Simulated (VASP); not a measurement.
# Ag (P6_3/mmc) in VASP: notebook, part 2 of 2

VASP 6.6.1. The steps go on from the part before.

## Step 3: Single point, r2SCAN

This run uses another cell than the first one, of 17.31 Å³/atom.

POSCAR reads:

```
Ag
1.0
    2.8471925156      0.0000000000      0.0000000000
   -1.4235962578      2.4657410479      0.0000000000
    0.0000000000      0.0000000000      9.8648482973
Ag
4
Direct
    0.0000000000      0.0000000000      0.5000000000
    0.0000000000      0.0000000000      0.0000000000
    0.6666666667      0.3333333333      0.7500000000
    0.3333333333      0.6666666667      0.2500000000
```

INCAR.step1 reads:

```
SYSTEM = Ag
ALGO = Normal
EDIFF = 1E-4
ENCUT = 520
GGA = PE
ISMEAR = -1
LASPH = .True.
LCHARG = .False.
LREAL = .False.
LWAVE = .True.
NBANDS = 30
NELM = 60
PREC = Accurate
SIGMA = 0.05
```

INCAR.step2 reads:

```
SYSTEM = Ag
ALGO = Normal
EDIFF = 1E-7
ENCUT = 520
ISIF = 2
ISMEAR = -1
ISTART = 1
LASPH = .True.
LCHARG = .False.
LMIXTAU = .True.
LREAL = .False.
LWAVE = .False.
METAGGA = R2SCAN
NBANDS = 30
NELM = 60
PREC = Accurate
SIGMA = 0.05
```

KPOINTS reads:

```
k-points
0
Gamma
  11 11 3
  0 0 0
```

Potentials or basis: VASP PAW PBE potentials, release 64 (Ag).

Launch:

```sh
cat potpaw_PBE.64/Ag/POTCAR > POTCAR
cp INCAR.step1 INCAR
mpirun -np 1 vasp_std > vasp.out
cp INCAR.step2 INCAR
mpirun -np 1 vasp_std > vasp.out
```

OUTCAR:

```text
SYSTEM = Ag
   EDIFF = 1E-7
   ENCUT = 520
   ISIF = 2
   ISMEAR = -1
   ISTART = 1
   LASPH = .True.
   LREAL = .False.
   METAGGA = R2SCAN
   NELM = 60
   PREC = Accurate

 ion  position               nearest neighbor table
   1  0.000  0.000  0.500-   3 2.96   4 2.96   4 2.96   3 2.96   3 2.96   4 2.96
   2  0.000  0.000  0.000-   3 2.96   4 2.96   4 2.96   3 2.96   3 2.96   4 2.96
   3  0.667  0.333  0.750-   1 2.96   2 2.96   1 2.96   2 2.96   1 2.96   2 2.96
   4  0.333  0.667  0.250-   1 2.96   2 2.96   1 2.96   2 2.96   1 2.96   2 2.96

  LATTYP: Found a hexagonal cell.
 ALAT       =     2.8471925156
 C/A-ratio  =     3.4647633566

  Lattice vectors:

 A1 = (   2.8471925156,   0.0000000000,   0.0000000000)
 A2 = (  -1.4235962578,   2.4657410479,   0.0000000000)
 A3 = (   0.0000000000,   0.0000000000,   9.8648482973)

Analysis of symmetry for initial positions (statically):
=====================================================================
 Subroutine PRICEL returns:
 Original cell was already a primitive cell.

 Routine SETGRP: Setting up the symmetry group for a
 hexagonal supercell.

 Subroutine GETGRP returns: Found 24 space group operations
 (whereof 12 operations were pure point group operations)
 out of a pool of 24 trial point group operations.

The static configuration has the point symmetry D_3d.
 The point group associated with its full space group is D_6h.

Analysis of symmetry for dynamics (positions and initial velocities):
=====================================================================
 Subroutine PRICEL returns:
 Original cell was already a primitive cell.

 Routine SETGRP: Setting up the symmetry group for a
 hexagonal supercell.

 Subroutine GETGRP returns: Found 24 space group operations
 (whereof 12 operations were pure point group operations)
 out of a pool of 24 trial point group operations.

The dynamic configuration has the point symmetry D_3d.
 The point group associated with its full space group is D_6h.

 Subroutine INISYM returns: Found 24 space group operations
 (whereof 12 operations are pure point group operations),
 and found     1 'primitive' translations

----------------------------------------------------------------------------------------

                                     Primitive cell

  volume of cell :      69.2556

  direct lattice vectors                    reciprocal lattice vectors
     2.847192516  0.000000000  0.000000000     0.351223177  0.202778796  0.000000000
    -1.423596258  2.465741048  0.000000000     0.000000000  0.405557591  0.000000000
     0.000000000  0.000000000  9.864848297     0.000000000  0.000000000  0.101370033

  length of vectors
     2.847192516  2.847192516  9.864848297     0.405557591  0.405557591  0.101370033

  position of ions in fractional coordinates (direct lattice)
     0.000000000  0.000000000  0.500000000
     0.000000000  0.000000000  0.000000000
     0.666666667  0.333333333  0.750000000
     0.333333333  0.666666667  0.250000000

  ion indices of the primitive-cell ions
   primitive index   ion index
                 1           1
                 2           2
                 3           3
                 4           4

----------------------------------------------------------------------------------------

 KPOINTS: k-points

Automatic generation of k-mesh.
 Grid dimensions read from file:
 generate k-points for:   11   11    3

 Generating k-lattice:

  Cartesian coordinates                     Fractional coordinates (reciprocal lattice)
     0.031929380  0.018434436  0.000000000     0.090909091 -0.000000000  0.000000000
     0.000000000  0.036868872  0.000000000     0.000000000  0.090909091  0.000000000
     0.000000000  0.000000000  0.033790011     0.000000000  0.000000000  0.333333333

  Length of vectors
     0.036868872  0.036868872  0.033790011

  Shift w.r.t. Gamma in fractional coordinates (k-lattice)
     0.000000000  0.000000000  0.000000000

 Subroutine IBZKPT returns following result:
 ===========================================

 Found     32 irreducible k-points:

 Following reciprocal coordinates:
            Coordinates               Weight
  0.000000  0.000000  0.000000      1.000000
  0.090909  0.000000  0.000000      6.000000
  0.181818  0.000000  0.000000      6.000000
  0.272727  0.000000  0.000000      6.000000
  0.363636  0.000000  0.000000      6.000000
  0.454545  0.000000  0.000000      6.000000
[... 16 lines left out ...]
  0.090909  0.090909  0.333333     12.000000
  0.181818  0.090909  0.333333     24.000000
 [... further k-points ...]
   k-points           NKPTS =     32   k-points in BZ     NKDIM =     32   number of bands    NBANDS=     30
   number of dos      NEDOS =    301   number of ions     NIONS =      4
   total plane-waves  NPLWV =  46080
   dimension x,y,z NGX =    24 NGY =   24 NGZ =   80
   dimension x,y,z NGXF=    48 NGYF=   48 NGZF=  160
   ions per type =               4
   NGX,Y,Z   is equivalent  to a cutoff of  14.01, 14.01, 13.48 a.u.
   NGXF,Y,Z  is equivalent  to a cutoff of  28.03, 28.03, 26.96 a.u.
 SYSTEM =  Ag
   PREC   = accura    normal or accurate (medium, high low for compatibility)
   ISTART =      1    job   : 0-new  1-cont  2-samecut
   ICHARG =      0    charge: 1-file 2-atom 10-const
   ISPIN  =      1    spin polarized calculation?
   LNONCOLLINEAR =      F non collinear calculations
   LSORBIT =      F    spin-orbit coupling
   LASPH  =      T    aspherical Exc in radial PAW
   ENCUT  =  520.0 eV  38.22 Ry    6.18 a.u.   5.29  5.29 18.34*2*pi/ulx,y,z
   NELM   =     60;   NELMIN=  2; NELMDL=  0     # of ELM steps
   EDIFF  = 0.1E-06   stopping-criterion for ELM
   LREAL  =      F    real-space projection
   EDIFFG = 0.1E-05   stopping-criterion for IOM
   NSW    =      0    number of steps for IOM
   IBRION =     -1    ionic relax: 0-MD 1-quasi-New 2-CG
   NFREE  =      0    steps in history (QN), initial steepest desc. (CG)
   ISIF   =      2    stress and relaxation
   ISYM   =      2    0-nonsym 1-usesym 2-fastsym
   POTIM  = 0.5000    time-step for ionic-motion
   TEBEG  =    0.0;   TEEND  =   0.0 temperature during run
   PSTRESS=    0.0 pullay stress
   NELECT =      44.0000    total number of electrons
   NUPDOWN=      -1.0000    fix difference up-down
   EMIN   =  10.00;   EMAX   =-10.00  energy-range for DOS
   EFERMI =   0.00;   METHOD = LEGACY
   ISMEAR =    -1;   SIGMA  =   0.05  broadening in eV -4-tet -1-fermi 0-gaus
   EFERMI_NEDOS =   21; number of points for ismear=-14 and -15
   IALGO  =     38    algorithm
   IMIX   =      4    mixing-type and parameters
     AMIX     =   0.40;   BMIX     =  1.00
     AMIX_MAG =   1.60;   BMIX_MAG =  1.00
  volume/ion in A,a.u.               =      17.31       116.84
  Fermi-wavevector in a.u.,A,eV,Ry     =   1.407367  2.659539 26.948828  1.980683
  Thomas-Fermi vector in A             =   2.529634
   LORBIT       =      0    0 simple, 1 ext, 2 COOP (PROOUT), +10 PAW based schemes
   METAGGA = R2SCAN    functional components
   LHFCALC =     F    Hartree Fock is set to
   AEXX    =    0.0000 exact exchange contribution
   IVDW    =     0    specifies the selected vdW correction
   LEPSILON=     F    determine dielectric tensor
   LRPA    =     F    only Hartree local field effects (RPA)
 non-spin polarized calculation
  energy-cutoff  :      520.00
  volume of cell :       69.26
 maximum number of plane-waves:      1878
 NGX is ok and might be reduce to    24
   NGX = 11   NGY = 11   NGZ = 37

 number of electron      44.0000003 magnetization

 Free energy of the ion-electron system (eV)
  ---------------------------------------------------
  ext. energy  EPLUGINS =         0.00000000
  ---------------------------------------------------
  free energy    TOTEN  =       -85.39001070 eV

  energy without entropy =      -85.37614240  energy(sigma->0) =      -85.38307655

 E-fermi :   8.2950     XC(G=0): -12.8591

 val. band max:        8.1981056103   @ k =   0.0909   0.0000   0.0000
 cond. band min:       8.3031414508   @ k =   0.2727   0.0909   0.3333
 fundamental gap:      0.1050358405
 Fermi energy:         8.2950325401

 k-point     1 :       0.0000    0.0000    0.0000
  band No.  band energies     occupation
      1       0.3766      2.00000
      2       1.5236      2.00000
      3       1.5322      2.00000
      4       1.5332      2.00000
      5       2.8910      2.00000
      6       3.1427      2.00000
[... 781 lines left out ...]
     29      21.6006      0.00000
     30      22.1905      0.00000

 [... further k-points ...]
[... 5 lines left out ...]
  --------------------------------------------------------------------------------------
  -------------------------------------------------------------------------------------
  Total        0.8235763      0.8235763     -1.1128560      0.0000000      0.0000000      0.0000000
  in kB       19.0528404     19.0528404    -25.7451155      0.0000000      0.0000000      0.0000000
  external PRESSURE =       4.1201884 kB  Pullay stress =       0.0000000 kB

 VOLUME and BASIS-vectors are now :
 -----------------------------------------------------------------------------
  energy-cutoff  :      520.00
  volume of cell :       69.26
      direct lattice vectors                 reciprocal lattice vectors
     2.847192516  0.000000000  0.000000000     0.351223177  0.202778796  0.000000000
    -1.423596258  2.465741048  0.000000000     0.000000000  0.405557591  0.000000000
     0.000000000  0.000000000  9.864848297     0.000000000  0.000000000  0.101370033

 POSITION                                       TOTAL-FORCE (eV/Angst)
 -----------------------------------------------------------------------------------
      0.00000      0.00000      4.93242        -0.000000     -0.000000      0.000000
      0.00000      0.00000      0.00000        -0.000000     -0.000000      0.000000
      1.42360      0.82191      7.39864        -0.000000     -0.000000     -0.000000
     -0.00000      1.64383      2.46621         0.000000      0.000000      0.000000
 -----------------------------------------------------------------------------------
    total drift:                               -0.000000      0.000000     -0.000000

  FREE ENERGIE OF THE ION-ELECTRON SYSTEM (eV)
  ---------------------------------------------------
  free  energy   TOTEN  =       -85.3900107032 eV

  energy  without entropy=      -85.3761423988  energy(sigma->0) =      -85.38307655
```

It took 2.4 min on 1 thread of Intel Xeon 6975P-C (Granite Rapids), shared host; peak memory 0.23 GiB.

Results:

```
Free energy            : -85.3900 eV
Pressure               : 0.4 GPa
Band gap on the k mesh : zero (bands 22 and 23 overlap by 6.49 eV)
```

Stress tensor (GPa, compression positive):
```
 1.91  0.00  0.00
 0.00  1.91  0.00
 0.00  0.00 -2.57
```

Caveat: the PAW data sets were made with another functional, which shifts forces and pressure a little.
